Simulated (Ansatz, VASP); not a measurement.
# Tl3Ge in VASP and in Ansatz

```
Tl Ge
1.0
     4.81852    0.00000    0.00000
     0.00000    4.81852    0.00000
     0.00000    0.00000    4.81852
Tl Ge
3 1
Direct
  0.97925 0.50000 0.50000
  0.50000 0.00000 0.50000
  0.50000 0.50000 0.00000
  0.00000 0.00000 0.00000
```

Alike in both runs: task single point; functional LDA; k mesh 5 × 5 × 5; occupations fermi-dirac, width 0.1 eV; no spin polarisation.

|  | VASP | Ansatz |
| --- | --- | --- |
| version | VASP 6.6.1 | Ansatz 0.2.0 |
| potentials or method | VASP PAW LDA potentials, release 64 (Tl_d, Ge_d) | plane waves, PAW |
| plane-wave cutoff (eV) | 520 | 420 |
| valence electrons in the cell | 53 | 53 |

VASP gave:

| Property | Result |
| --- | --- |
| rms of the force components (eV/Å) | 0.074 |

Which values does Ansatz return?

rms of the force components (eV/Å): 0.073.

LDA's correlation is that of Perdew and Zunger in VASP and of Perdew and Wang (1992) in Ansatz. Atom by atom the forces differ by 0.001 eV/Å (rms over components).

Spin-orbit coupling is off throughout.
